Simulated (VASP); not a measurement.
# NaBe4 (Pm-3m) in VASP: notebook

The runs below take NaBe4 through single point, relaxation of cell and atoms, with PBE.

All numbers are computed with VASP 6.6.1; they aren't measurements. Logs are shortened: lines on timing, memory, paths and dates and some standing lists are left out, and cuts for length are marked.

**1. The cell of the first run**

Symmetry: Pm-3m, No. 221, cubic system. The conventional cell has a = 3.978 Å, b = 3.978 Å, c = 3.978 Å, α = 90.00°, β = 90.00°, γ = 90.00°. Na (site symmetry m-3m) has 20 Be at 2.81 to 3.45 Å within 3.7 Å. Within 2.6 Å of Be (site symmetry 4/mmm) lie 2 Be at 1.99 Å. Within 2.6 Å of Be (site symmetry m-3m) lie 6 Be at 1.99 Å.

**2. Single point, PBE**

INCAR

```
SYSTEM = NaBe4
  PREC = Accurate
  ENCUT = 520
  EDIFF = 1E-7
  ISMEAR = 0
  SIGMA = 0.1
  LREAL = .False.
  LASPH = .True.
  NELM = 60
  ALGO = Normal
  ISIF = 2
  LWAVE = .False.
  LCHARG = .False.
  GGA = PE
  NBANDS = 16
```

KPOINTS

```
regular mesh
0
Gamma
  10 10 10
  0 0 0
```

POSCAR

```
NaBe4
1.0
    3.9784948307      0.0000000000      0.0000000000
    0.0000000000      3.9784948307      0.0000000000
    0.0000000000      0.0000000000      3.9784948307
Na Be
1 4
Direct
    0.5000000000      0.5000000000      0.5000000000
    0.5000000000      0.0000000000      0.0000000000
    0.0000000000      0.5000000000      0.0000000000
    0.0000000000      0.0000000000      0.5000000000
    0.0000000000      0.0000000000      0.0000000000
```

Potentials or basis: VASP PAW PBE potentials, release 64 (Na_pv, Be).

Launch:

```sh
> cat potpaw_PBE.64/Na_pv/POTCAR potpaw_PBE.64/Be/POTCAR > POTCAR
> mpirun -np 1 vasp_std > vasp.out
```

OUTCAR:

```text
SYSTEM = NaBe4
   PREC = Accurate
   ENCUT = 520
   EDIFF = 1E-7
   ISMEAR = 0
   LREAL = .False.
   LASPH = .True.
   NELM = 60
   ISIF = 2
   GGA = PE

 ion  position               nearest neighbor table
   1  0.500  0.500  0.500-
   2  0.500  0.000  0.000-   5 1.99   5 1.99
   3  0.000  0.500  0.000-   5 1.99   5 1.99
   4  0.000  0.000  0.500-   5 1.99   5 1.99
   5  0.000  0.000  0.000-   2 1.99   3 1.99   4 1.99   4 1.99   3 1.99   2 1.99

  LATTYP: Found a simple cubic cell.
 ALAT       =     3.9784948307

  Lattice vectors:

 A1 = (   3.9784948307,   0.0000000000,   0.0000000000)
 A2 = (   0.0000000000,   3.9784948307,   0.0000000000)
 A3 = (   0.0000000000,   0.0000000000,   3.9784948307)

Analysis of symmetry for initial positions (statically):
=====================================================================
 Subroutine PRICEL returns:
 Original cell was already a primitive cell.

 Routine SETGRP: Setting up the symmetry group for a
 simple cubic supercell.

 Subroutine GETGRP returns: Found 48 space group operations
 (whereof 48 operations were pure point group operations)
 out of a pool of 48 trial point group operations.

The static configuration has the point symmetry O_h .

Analysis of symmetry for dynamics (positions and initial velocities):
=====================================================================
 Subroutine PRICEL returns:
 Original cell was already a primitive cell.

 Routine SETGRP: Setting up the symmetry group for a
 simple cubic supercell.

 Subroutine GETGRP returns: Found 48 space group operations
 (whereof 48 operations were pure point group operations)
 out of a pool of 48 trial point group operations.

The dynamic configuration has the point symmetry O_h .

 Subroutine INISYM returns: Found 48 space group operations
 (whereof 48 operations are pure point group operations),
 and found     1 'primitive' translations

----------------------------------------------------------------------------------------

                                     Primitive cell

  volume of cell :      62.9733

  direct lattice vectors                    reciprocal lattice vectors
     3.978494831  0.000000000  0.000000000     0.251351338  0.000000000  0.000000000
     0.000000000  3.978494831  0.000000000     0.000000000  0.251351338  0.000000000
     0.000000000  0.000000000  3.978494831     0.000000000  0.000000000  0.251351338

  length of vectors
     3.978494831  3.978494831  3.978494831     0.251351338  0.251351338  0.251351338

  position of ions in fractional coordinates (direct lattice)
     0.500000000  0.500000000  0.500000000
     0.500000000  0.000000000  0.000000000
     0.000000000  0.500000000  0.000000000
     0.000000000  0.000000000  0.500000000
     0.000000000  0.000000000  0.000000000

  ion indices of the primitive-cell ions
   primitive index   ion index
                 1           1
                 2           2
                 3           3
                 4           4
                 5           5

----------------------------------------------------------------------------------------

 KPOINTS: regular mesh

Automatic generation of k-mesh.
 Grid dimensions read from file:
 generate k-points for:   10   10   10

 Generating k-lattice:

  Cartesian coordinates                     Fractional coordinates (reciprocal lattice)
     0.025135134  0.000000000  0.000000000     0.100000000  0.000000000  0.000000000
     0.000000000  0.025135134  0.000000000     0.000000000  0.100000000  0.000000000
     0.000000000  0.000000000  0.025135134     0.000000000  0.000000000  0.100000000

  Length of vectors
     0.025135134  0.025135134  0.025135134

  Shift w.r.t. Gamma in fractional coordinates (k-lattice)
     0.000000000  0.000000000  0.000000000

 Subroutine IBZKPT returns following result:
 ===========================================

 Found     56 irreducible k-points:

 Following reciprocal coordinates:
            Coordinates               Weight
  0.000000  0.000000  0.000000      1.000000
  0.100000  0.000000  0.000000      6.000000
  0.200000  0.000000  0.000000      6.000000
  0.300000  0.000000  0.000000      6.000000
  0.400000  0.000000  0.000000      6.000000
  0.500000  0.000000  0.000000      3.000000
[... 16 lines left out ...]
  0.200000  0.100000  0.100000     24.000000
  0.300000  0.100000  0.100000     24.000000
 [... further k-points ...]
   k-points           NKPTS =     56   k-points in BZ     NKDIM =     56   number of bands    NBANDS=     16
   number of dos      NEDOS =    301   number of ions     NIONS =      5
   total plane-waves  NPLWV =  27000
   dimension x,y,z NGX =    30 NGY =   30 NGZ =   30
   dimension x,y,z NGXF=    60 NGYF=   60 NGZF=   60
   ions per type =               1   4
   NGX,Y,Z   is equivalent  to a cutoff of  12.54, 12.54, 12.54 a.u.
   NGXF,Y,Z  is equivalent  to a cutoff of  25.07, 25.07, 25.07 a.u.
 SYSTEM =  NaBe4
   PREC   = accura    normal or accurate (medium, high low for compatibility)
   ISTART =      0    job   : 0-new  1-cont  2-samecut
   ICHARG =      2    charge: 1-file 2-atom 10-const
   ISPIN  =      1    spin polarized calculation?
   LNONCOLLINEAR =      F non collinear calculations
   LSORBIT =      F    spin-orbit coupling
   LASPH  =      T    aspherical Exc in radial PAW
   ENCUT  =  520.0 eV  38.22 Ry    6.18 a.u.   7.40  7.40  7.40*2*pi/ulx,y,z
   NELM   =     60;   NELMIN=  2; NELMDL= -5     # of ELM steps
   EDIFF  = 0.1E-06   stopping-criterion for ELM
   LREAL  =      F    real-space projection
   EDIFFG = 0.1E-05   stopping-criterion for IOM
   NSW    =      0    number of steps for IOM
   IBRION =     -1    ionic relax: 0-MD 1-quasi-New 2-CG
   NFREE  =      0    steps in history (QN), initial steepest desc. (CG)
   ISIF   =      2    stress and relaxation
   ISYM   =      2    0-nonsym 1-usesym 2-fastsym
   POTIM  = 0.5000    time-step for ionic-motion
   TEBEG  =    0.0;   TEEND  =   0.0 temperature during run
   PSTRESS=    0.0 pullay stress
   NELECT =      15.0000    total number of electrons
   NUPDOWN=      -1.0000    fix difference up-down
   EMIN   =  10.00;   EMAX   =-10.00  energy-range for DOS
   EFERMI =   0.00;   METHOD = LEGACY
   ISMEAR =     0;   SIGMA  =   0.10  broadening in eV -4-tet -1-fermi 0-gaus
   EFERMI_NEDOS =   21; number of points for ismear=-14 and -15
   IALGO  =     38    algorithm
   IMIX   =      4    mixing-type and parameters
     AMIX     =   0.40;   BMIX     =  1.00
     AMIX_MAG =   1.60;   BMIX_MAG =  1.00
  volume/ion in A,a.u.               =      12.59        84.99
  Fermi-wavevector in a.u.,A,eV,Ry     =   1.014814  1.917720 14.011925  1.029847
  Thomas-Fermi vector in A             =   2.148064
   LORBIT       =      0    0 simple, 1 ext, 2 COOP (PROOUT), +10 PAW based schemes
   GGA     = PE    functional components
   LHFCALC =     F    Hartree Fock is set to
   AEXX    =    0.0000 exact exchange contribution
   IVDW    =     0    specifies the selected vdW correction
   LEPSILON=     F    determine dielectric tensor
   LRPA    =     F    only Hartree local field effects (RPA)
 non-spin polarized calculation
 Gauss-broadening in eV      SIGMA  =   0.10
  energy-cutoff  :      520.00
  volume of cell :       62.97
 maximum number of plane-waves:      1743
 NGX is ok and might be reduce to    30
   NGX = 15   NGY = 15   NGZ = 15

 number of electron      14.9999991 magnetization

 Free energy of the ion-electron system (eV)
  ---------------------------------------------------
  ext. energy  EPLUGINS =         0.00000000
  ---------------------------------------------------
  free energy    TOTEN  =       -13.51099542 eV

  energy without entropy =      -13.50879181  energy(sigma->0) =      -13.50989362

 E-fermi :   3.2517     XC(G=0):  -9.1755

 val. band max:        3.1387951234   @ k =   0.5000   0.5000   0.0000
 cond. band min:       3.2614275772   @ k =   0.5000   0.4000   0.3000
 fundamental gap:      0.1226324538
 Fermi energy:         3.2516786095

 k-point     1 :       0.0000    0.0000    0.0000
  band No.  band energies     occupation
      1     -20.3647      2.00000
      2     -20.3647      2.00000
      3     -20.3647      2.00000
      4      -4.5827      2.00000
      5       1.2833      2.00000
      6       1.2833      2.00000
[... 8 lines left out ...]
     15       9.7916      0.00000
     16       9.7916      0.00000

 k-point     2 :       0.1000    0.0000    0.0000
  band No.  band energies     occupation
      1     -20.3661      2.00000
      2     -20.3645      2.00000
      3     -20.3645      2.00000
      4      -4.5082      2.00000
      5       0.8944      2.00000
      6       1.3442      2.00000
[... 8 lines left out ...]
     15       9.6801      0.00000
     16       9.7676      0.00000

 k-point     3 :       0.2000    0.0000    0.0000
  band No.  band energies     occupation
      1     -20.3698      2.00000
      2     -20.3641      2.00000
      3     -20.3641      2.00000
      4      -4.2874      2.00000
      5       0.0601      2.00000
      6       1.5173      2.00000
[... 8 lines left out ...]
     15       9.7041      0.00000
     16       9.7877      0.00000

 k-point     4 :       0.3000    0.0000    0.0000
  band No.  band energies     occupation
      1     -20.3744      2.00000
      2     -20.3636      2.00000
      3     -20.3636      2.00000
      4      -3.9316      2.00000
      5      -0.8503      2.00000
      6       1.7677      2.00000
[... 8 lines left out ...]
     15       9.7811      0.00000
     16      10.3185      0.00000

 k-point     5 :       0.4000    0.0000    0.0000
  band No.  band energies     occupation
      1     -20.3781      2.00000
      2     -20.3631      2.00000
      3     -20.3631      2.00000
      4      -3.4813      2.00000
      5      -1.6620      2.00000
      6       2.0151      2.00000
[... 8 lines left out ...]
     15       9.8522      0.00000
     16      11.6490      0.00000

 k-point     6 :       0.5000    0.0000    0.0000
  band No.  band energies     occupation
      1     -20.3795      2.00000
      2     -20.3630      2.00000
      3     -20.3630      2.00000
      4      -3.1762      2.00000
      5      -2.0913      2.00000
      6       2.1257      2.00000
[... 8 lines left out ...]
     15       9.8808      0.00000
     16      12.7979      0.00000
[... 267 lines left out ...]
 k-point    21 :       0.5000    0.5000    0.0000
  band No.  band energies     occupation
      1     -20.3777      2.00000
      2     -20.3777      2.00000
      3     -20.3614      2.00000
      4      -2.0688      2.00000
      5      -0.6930      2.00000
      6      -0.6930      2.00000
[... 8 lines left out ...]
     15      12.0765      0.00000
     16      12.8012      0.00000

 k-point    22 :       0.1000    0.1000    0.1000
  band No.  band energies     occupation
      1     -20.3658      2.00000
      2     -20.3658      2.00000
      3     -20.3658      2.00000
      4      -4.3600      2.00000
      5       1.0183      2.00000
      6       1.0227      2.00000
[... 8 lines left out ...]
     15       9.9266      0.00000
     16       9.9266      0.00000

 k-point    23 :       0.2000    0.1000    0.1000
  band No.  band energies     occupation
      1     -20.3695      2.00000
      2     -20.3654      2.00000
      3     -20.3653      2.00000
      4      -4.1411      2.00000
      5       0.1946      2.00000
      6       1.1958      2.00000
[... 8 lines left out ...]
     15       9.9012      0.00000
     16      10.1071      0.00000

 k-point    24 :       0.3000    0.1000    0.1000
  band No.  band energies     occupation
      1     -20.3741      2.00000
      2     -20.3648      2.00000
      3     -20.3648      2.00000
      4      -3.7890      2.00000
      5      -0.7082      2.00000
      6       1.4518      2.00000
[... 8 lines left out ...]
     15       9.9768      0.00000
     16      10.4977      0.00000

 [... further k-points ...]

------------------------ aborting loop because EDIFF is reached ----------------------------------------

  FORCE on cell =-STRESS in cart. coord.  units (eV):
  Direction    XX          YY          ZZ          XY          YZ          ZX
  --------------------------------------------------------------------------------------
  -------------------------------------------------------------------------------------
  Total        0.0304557      0.0304557      0.0304557      0.0000000      0.0000000      0.0000000
  in kB        0.7748589      0.7748589      0.7748589      0.0000000      0.0000000      0.0000000
  external PRESSURE =       0.7748589 kB  Pullay stress =       0.0000000 kB

 VOLUME and BASIS-vectors are now :
 -----------------------------------------------------------------------------
  energy-cutoff  :      520.00
  volume of cell :       62.97
      direct lattice vectors                 reciprocal lattice vectors
     3.978494831  0.000000000  0.000000000     0.251351338  0.000000000  0.000000000
     0.000000000  3.978494831  0.000000000     0.000000000  0.251351338  0.000000000
     0.000000000  0.000000000  3.978494831     0.000000000  0.000000000  0.251351338

 POSITION                                       TOTAL-FORCE (eV/Angst)
 -----------------------------------------------------------------------------------
      1.98925      1.98925      1.98925         0.000000      0.000000      0.000000
      1.98925      0.00000      0.00000         0.000000      0.000000      0.000000
      0.00000      1.98925      0.00000         0.000000      0.000000      0.000000
      0.00000      0.00000      1.98925         0.000000      0.000000      0.000000
      0.00000      0.00000      0.00000         0.000000      0.000000      0.000000
 -----------------------------------------------------------------------------------
    total drift:                                0.000000      0.000000      0.000000

  FREE ENERGIE OF THE ION-ELECTRON SYSTEM (eV)
  ---------------------------------------------------
  free  energy   TOTEN  =       -13.5109954196 eV

  energy  without entropy=      -13.5087918124  energy(sigma->0) =      -13.50989362
```

Wall time 55 s (1 thread of Intel Xeon Platinum 8259CL at 2.50GHz (Skylake/Cascade Lake), shared host); peak memory 0.19 GiB.

Results:

* Free energy: -13.5110 eV
* Pressure: 0.1 GPa

(Continued in part 2 of 2.)
